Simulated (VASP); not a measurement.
# Bi2TeSe2 (R-3m) in VASP: notebook

The runs below take Bi2TeSe2 through single point, with r2SCAN.

Everything below comes from runs of VASP 6.6.1. Logs are shortened: lines on timing, memory, paths and dates and some standing lists are left out, and cuts for length are marked.

## (1) The cell of the first run

Symmetry: R-3m, No. 166, trigonal system. The conventional cell has a = 4.058 Å, b = 4.058 Å, c = 28.263 Å, α = 90.00°, β = 90.00°, γ = 120.00°. Bi (site symmetry 3m) has 3 Se at 2.84 Å and 3 Te at 2.97 Å within 3.7 Å. Te (site symmetry -3m) has 6 Bi at 2.97 Å within 3.9 Å. Within 3.7 Å of Se (site symmetry 3m) lie 3 Bi at 2.84 Å and 3 Se at 3.46 Å.

## (2) Single point, r2SCAN (strain -0.030 along x and y, -0.030 along z)

POSCAR

```
Bi2TeSe2
1.0
    2.0287562046      1.1713029409      9.4209601000
   -2.0287562046      1.1713029409      9.4209601000
    0.0000000000     -2.3426058817      9.4209601000
Bi Te Se
2 1 2
Direct
    0.3980600000      0.3980600000      0.3980600000
    0.6019400000      0.6019400000      0.6019400000
    0.0000000000      0.0000000000      0.0000000000
    0.2116000000      0.2116000000      0.2116000000
    0.7884000000      0.7884000000      0.7884000000
```

INCAR.step1

```
ALGO = Normal ; EDIFF = 1E-4
ENCUT = 520 ; GGA = PE
ISMEAR = 0 ; LASPH = True
LCHARG = False ; LREAL = False
LWAVE = True ; NBANDS = 32
NELM = 100 ; PREC = Accurate
SIGMA = 0.05
```

INCAR.step2

```
ALGO = Normal ; EDIFF = 1E-6
ENCUT = 520 ; ISIF = 2
ISMEAR = 0 ; ISTART = 1
LASPH = True ; LCHARG = True
LELF = True ; LMIXTAU = True
LREAL = False ; LVHAR = True
LWAVE = False ; METAGGA = R2SCAN
NBANDS = 32 ; NELM = 100
PREC = Accurate ; SIGMA = 0.05
```

KPOINTS

```
k-points
0
Gamma
  6 6 6
```

Potentials or basis: VASP PAW PBE potentials, release 64 (Bi_d, Te, Se).

On the command line:

```console
$ cat potpaw_PBE.64/Bi_d/POTCAR potpaw_PBE.64/Te/POTCAR potpaw_PBE.64/Se/POTCAR > POTCAR
$ cp INCAR.step1 INCAR
$ mpirun -np 1 vasp_std > vasp.out
$ cp INCAR.step2 INCAR
$ mpirun -np 1 vasp_std > vasp.out
```

OUTCAR:

```text
EDIFF = 1E-6
   ENCUT = 520
   ISIF = 2
   ISMEAR = 0
   ISTART = 1
   LASPH = True
   LREAL = False
   METAGGA = R2SCAN
   NELM = 100
   PREC = Accurate

 ion  position               nearest neighbor table
   1  0.398  0.398  0.398-   5 2.84   5 2.84   5 2.84   3 2.97   3 2.97   3 2.97
   2  0.602  0.602  0.602-   4 2.84   4 2.84   4 2.84   3 2.97   3 2.97   3 2.97
   3  0.000  0.000  0.000-   2 2.97   2 2.97   1 2.97   1 2.97   2 2.97   1 2.97
   4  0.212  0.212  0.212-   2 2.84   2 2.84   2 2.84
   5  0.788  0.788  0.788-   1 2.84   1 2.84   1 2.84

  LATTYP: Found a trigonal (rhomboedric) cell.
 ALAT       =     9.7078469046
 COS(alpha) =     0.9126538273

  Lattice vectors:

 A1 = (   2.0287562046,   1.1713029409,   9.4209601000)
 A2 = (  -2.0287562046,   1.1713029409,   9.4209601000)
 A3 = (   0.0000000000,  -2.3426058817,   9.4209601000)

Analysis of symmetry for initial positions (statically):
=====================================================================
 Subroutine PRICEL returns:
 Original cell was already a primitive cell.

 Routine SETGRP: Setting up the symmetry group for a
 trigonal (rhombohedral) supercell.

 Subroutine GETGRP returns: Found 12 space group operations
 (whereof 12 operations were pure point group operations)
 out of a pool of 12 trial point group operations.

The static configuration has the point symmetry D_3d.

Analysis of symmetry for dynamics (positions and initial velocities):
=====================================================================
 Subroutine PRICEL returns:
 Original cell was already a primitive cell.

 Routine SETGRP: Setting up the symmetry group for a
 trigonal (rhombohedral) supercell.

 Subroutine GETGRP returns: Found 12 space group operations
 (whereof 12 operations were pure point group operations)
 out of a pool of 12 trial point group operations.

The dynamic configuration has the point symmetry D_3d.

 Subroutine INISYM returns: Found 12 space group operations
 (whereof 12 operations are pure point group operations),
 and found     1 'primitive' translations

----------------------------------------------------------------------------------------

                                     Primitive cell

  volume of cell :     134.3215

  direct lattice vectors                    reciprocal lattice vectors
     2.028756205  1.171302941  9.420960100     0.246456424  0.142291683  0.035382098
    -2.028756205  1.171302941  9.420960100    -0.246456424  0.142291683  0.035382098
     0.000000000 -2.342605882  9.420960100     0.000000000 -0.284583366  0.035382098

  length of vectors
     9.707846905  9.707846905  9.707846905     0.286774450  0.286774450  0.286774450

  position of ions in fractional coordinates (direct lattice)
     0.398060000  0.398060000  0.398060000
     0.601940000  0.601940000  0.601940000
     0.000000000  0.000000000  0.000000000
     0.211600000  0.211600000  0.211600000
     0.788400000  0.788400000  0.788400000

  ion indices of the primitive-cell ions
   primitive index   ion index
                 1           1
                 2           2
                 3           3
                 4           4
                 5           5

----------------------------------------------------------------------------------------

 KPOINTS: k-points

Automatic generation of k-mesh.
 Grid dimensions read from file:
 generate k-points for:    6    6    6

 Generating k-lattice:

  Cartesian coordinates                     Fractional coordinates (reciprocal lattice)
     0.041076071  0.023715280  0.005897016     0.166666667  0.000000000  0.000000000
    -0.041076071  0.023715280  0.005897016     0.000000000  0.166666667  0.000000000
     0.000000000 -0.047430561  0.005897016     0.000000000  0.000000000  0.166666667

  Length of vectors
     0.047795742  0.047795742  0.047795742

  Shift w.r.t. Gamma in fractional coordinates (k-lattice)
     0.000000000  0.000000000  0.000000000

 Subroutine IBZKPT returns following result:
 ===========================================

 Found     32 irreducible k-points:

 Following reciprocal coordinates:
            Coordinates               Weight
  0.000000  0.000000  0.000000      1.000000
  0.166667  0.000000  0.000000      6.000000
  0.333333  0.000000  0.000000      6.000000
  0.500000  0.000000  0.000000      3.000000
  0.166667  0.166667 -0.000000      6.000000
  0.333333  0.166667  0.000000     12.000000
[... 16 lines left out ...]
  0.500000  0.500000  0.166667      6.000000
 -0.333333  0.500000  0.166667     12.000000
 [... further k-points ...]
   k-points           NKPTS =     32   k-points in BZ     NKDIM =     32   number of bands    NBANDS=     32
   number of dos      NEDOS =    301   number of ions     NIONS =      5
   total plane-waves  NPLWV = 373248
   dimension x,y,z NGX =    72 NGY =   72 NGZ =   72
   dimension x,y,z NGXF=   144 NGYF=  144 NGZF=  144
   ions per type =               2   1   2
   NGX,Y,Z   is equivalent  to a cutoff of  12.33, 12.33, 12.33 a.u.
   NGXF,Y,Z  is equivalent  to a cutoff of  24.66, 24.66, 24.66 a.u.
 SYSTEM =  unknown system
   PREC   = accura    normal or accurate (medium, high low for compatibility)
   ISTART =      1    job   : 0-new  1-cont  2-samecut
   ICHARG =      0    charge: 1-file 2-atom 10-const
   ISPIN  =      1    spin polarized calculation?
   LNONCOLLINEAR =      F non collinear calculations
   LSORBIT =      F    spin-orbit coupling
   LASPH  =      T    aspherical Exc in radial PAW
   ENCUT  =  520.0 eV  38.22 Ry    6.18 a.u.  18.05 18.05 18.05*2*pi/ulx,y,z
   NELM   =    100;   NELMIN=  2; NELMDL=  0     # of ELM steps
   EDIFF  = 0.1E-05   stopping-criterion for ELM
   LREAL  =      F    real-space projection
   EDIFFG = 0.1E-04   stopping-criterion for IOM
   NSW    =      0    number of steps for IOM
   IBRION =     -1    ionic relax: 0-MD 1-quasi-New 2-CG
   NFREE  =      0    steps in history (QN), initial steepest desc. (CG)
   ISIF   =      2    stress and relaxation
   ISYM   =      2    0-nonsym 1-usesym 2-fastsym
   POTIM  = 0.5000    time-step for ionic-motion
   TEBEG  =    0.0;   TEEND  =   0.0 temperature during run
   PSTRESS=    0.0 pullay stress
   NELECT =      48.0000    total number of electrons
   NUPDOWN=      -1.0000    fix difference up-down
   EMIN   =  10.00;   EMAX   =-10.00  energy-range for DOS
   EFERMI =   0.00;   METHOD = LEGACY
   ISMEAR =     0;   SIGMA  =   0.05  broadening in eV -4-tet -1-fermi 0-gaus
   EFERMI_NEDOS =   21; number of points for ismear=-14 and -15
   IALGO  =     38    algorithm
   IMIX   =      4    mixing-type and parameters
     AMIX     =   0.40;   BMIX     =  1.00
     AMIX_MAG =   1.60;   BMIX_MAG =  1.00
  volume/ion in A,a.u.               =      26.86       181.29
  Fermi-wavevector in a.u.,A,eV,Ry     =   1.161734  2.195359 18.362778  1.349626
  Thomas-Fermi vector in A             =   2.298303
   LORBIT       =      0    0 simple, 1 ext, 2 COOP (PROOUT), +10 PAW based schemes
   METAGGA = R2SCAN    functional components
   LHFCALC =     F    Hartree Fock is set to
   AEXX    =    0.0000 exact exchange contribution
   IVDW    =     0    specifies the selected vdW correction
   LEPSILON=     F    determine dielectric tensor
   LRPA    =     F    only Hartree local field effects (RPA)
 non-spin polarized calculation
 Gauss-broadening in eV      SIGMA  =   0.05
  energy-cutoff  :      520.00
  volume of cell :      134.32
 maximum number of plane-waves:      3647
   NGX = 37   NGY = 37   NGZ = 37

 number of electron      47.9999996 magnetization

 Free energy of the ion-electron system (eV)
  ---------------------------------------------------
  ext. energy  EPLUGINS =         0.00000000
  ---------------------------------------------------
  free energy    TOTEN  =      -171.64202841 eV

  energy without entropy =     -171.64202841  energy(sigma->0) =     -171.64202841

 E-fermi :   6.9691     XC(G=0): -10.5289

 val. band max:        6.7315091124   @ k =   0.0000   0.0000   0.0000
 cond. band min:       7.4250222270   @ k =   0.0000   0.0000   0.0000
 fundamental gap:      0.6935131145
 Fermi energy:         6.9691365703

 k-point     1 :       0.0000    0.0000    0.0000
  band No.  band energies     occupation
      1     -17.3804      2.00000
      2     -17.3804      2.00000
      3     -17.3721      2.00000
      4     -17.3721      2.00000
      5     -17.3502      2.00000
      6     -17.3461      2.00000
[... 24 lines left out ...]
     31      12.3252      0.00000
     32      13.0806      0.00000

 k-point     2 :       0.1667    0.0000    0.0000
  band No.  band energies     occupation
      1     -17.3899      2.00000
      2     -17.3793      2.00000
      3     -17.3750      2.00000
      4     -17.3666      2.00000
      5     -17.3477      2.00000
      6     -17.3434      2.00000
[... 24 lines left out ...]
     31      11.2584      0.00000
     32      12.5592      0.00000

 k-point     3 :       0.3333    0.0000    0.0000
  band No.  band energies     occupation
      1     -17.4106      2.00000
      2     -17.3956      2.00000
      3     -17.3705      2.00000
      4     -17.3591      2.00000
      5     -17.3535      2.00000
      6     -17.3451      2.00000
[... 24 lines left out ...]
     31      12.2532      0.00000
     32      13.1707      0.00000

 k-point     4 :       0.5000    0.0000    0.0000
  band No.  band energies     occupation
      1     -17.4214      2.00000
      2     -17.4041      2.00000
      3     -17.3706      2.00000
      4     -17.3569      2.00000
      5     -17.3566      2.00000
      6     -17.3481      2.00000
[... 654 lines left out ...]
     31      12.1252      0.00000
     32      13.5878      0.00000

 k-point    23 :       0.5000    0.5000    0.1667
  band No.  band energies     occupation
      1     -17.4105      2.00000
      2     -17.3957      2.00000
      3     -17.3705      2.00000
      4     -17.3591      2.00000
      5     -17.3536      2.00000
      6     -17.3452      2.00000
[... 24 lines left out ...]
     31      12.2961      0.00000
     32      12.9477      0.00000

 k-point    24 :      -0.3333    0.5000    0.1667
  band No.  band energies     occupation
      1     -17.4112      2.00000
      2     -17.3965      2.00000
      3     -17.3767      2.00000
      4     -17.3647      2.00000
      5     -17.3494      2.00000
      6     -17.3424      2.00000
[... 24 lines left out ...]
     31      12.8480      0.00000
     32      13.2809      0.00000

 [... further k-points ...]

------------------------ aborting loop because EDIFF is reached ----------------------------------------

  FORCE on cell =-STRESS in cart. coord.  units (eV):
  Direction    XX          YY          ZZ          XY          YZ          ZX
  --------------------------------------------------------------------------------------
  -------------------------------------------------------------------------------------
  Total        9.8268590      9.8268590     10.5176906      0.0000000      0.0000000     -0.0000000
  in kB      117.2140844    117.2140844    125.4542751      0.0000000      0.0000000     -0.0000000
  external PRESSURE =     119.9608146 kB  Pullay stress =       0.0000000 kB

 VOLUME and BASIS-vectors are now :
 -----------------------------------------------------------------------------
  energy-cutoff  :      520.00
  volume of cell :      134.32
      direct lattice vectors                 reciprocal lattice vectors
     2.028756205  1.171302941  9.420960100     0.246456424  0.142291683  0.035382098
    -2.028756205  1.171302941  9.420960100    -0.246456424  0.142291683  0.035382098
     0.000000000 -2.342605882  9.420960100     0.000000000 -0.284583366  0.035382098

 POSITION                                       TOTAL-FORCE (eV/Angst)
 -----------------------------------------------------------------------------------
      0.00000      0.00000     11.25032        -0.000000      0.000000      2.233108
      0.00000      0.00000     17.01256        -0.000000     -0.000000     -2.233108
      0.00000      0.00000      0.00000         0.000000      0.000000      0.000000
      0.00000      0.00000      5.98043        -0.000000      0.000000      0.039581
      0.00000      0.00000     22.28245        -0.000000     -0.000000     -0.039581
 -----------------------------------------------------------------------------------
    total drift:                               -0.000000      0.000000     -0.000000

  FREE ENERGIE OF THE ION-ELECTRON SYSTEM (eV)
  ---------------------------------------------------
  free  energy   TOTEN  =      -171.6420284094 eV

  energy  without entropy=     -171.6420284094  energy(sigma->0) =     -171.64202841
```

Run time: 21 min. Hardware: 1 thread of Intel Xeon 6975P-C (Granite Rapids), shared host; peak memory 0.92 GiB.

Results:

| Quantity | Value |
| --- | --- |
| Free energy | -171.6420 eV |
| Pressure | 12.0 GPa |
| Largest force | 2.233 eV/Å |
| Band gap on the k mesh | 0.69 eV |

Forces on the atoms (eV/Å):
```
Bi   0.000  0.000  2.233
Bi   0.000  0.000 -2.233
Te   0.000  0.000  0.000
Se   0.000  0.000  0.040
Se   0.000  0.000 -0.040
```

Stress tensor (GPa, compression positive):
```
11.72  0.00  0.00
 0.00 11.72  0.00
 0.00  0.00 12.55
```

Caveat: the cell differs from its parent crystal (strain -0.030 along x and y, -0.030 along z); the cell stands under pressure; the PAW data sets were made with another functional, which shifts forces and pressure a little; spin-orbit coupling is left out, which moves the levels of the heavy elements. A k mesh can miss the band edges.

(Continued in part 2 of 2.)
